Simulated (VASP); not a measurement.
A run of VASP 6.6.1 is set up as follows.

The input POSCAR:

```
Be
1.0
    2.3517842933      0.0000000000      0.0000000000
   -1.1758921467      2.0367049422      0.0000000000
    0.0000000000      0.0000000000      3.6983630654
Be
2
Direct
    0.3333333333      0.6666666667      0.2500000000
    0.6666666667      0.3333333333      0.7500000000
```

Contents of INCAR.step1:

```
ALGO = Normal
EDIFF = 1E-4
ENCUT = 520
GGA = PE
ISMEAR = -1
LASPH = T
LCHARG = F
LREAL = F
LWAVE = T
NBANDS = 9
NELM = 80
PREC = Accurate
SIGMA = 0.1
```

File INCAR.step2:

```
ALGO = Normal
EDIFF = 1E-6
ENCUT = 520
ISIF = 2
ISMEAR = -1
ISTART = 1
LASPH = T
LCHARG = F
LMIXTAU = T
LREAL = F
LWAVE = F
METAGGA = R2SCAN
NBANDS = 9
NELM = 80
PREC = Accurate
SIGMA = 0.1
```

File KPOINTS:

```
k-points
0
Gamma
  26 26 15
```

Potentials or basis: VASP PAW PBE potentials, release 64 (Be).

The run is started by

```console
$ cat potpaw_PBE.64/Be/POTCAR > POTCAR
$ cp INCAR.step1 INCAR
$ mpirun -np 1 vasp_std > vasp.out
$ cp INCAR.step2 INCAR
$ mpirun -np 1 vasp_std > vasp.out
```

Q: What does it give for the band gap on the k mesh?

A: Zero (bands 2 and 3 overlap by 1.73 eV).

Q: Predict the pressure.

A: -11.6 GPa.

Stress tensor (GPa, compression positive):
```
-11.49   0.00   0.00
  0.00 -11.49   0.00
  0.00   0.00 -11.96
```

Caveat: the cell stands under tension; the PAW data sets were made with another functional, which shifts forces and pressure a little.
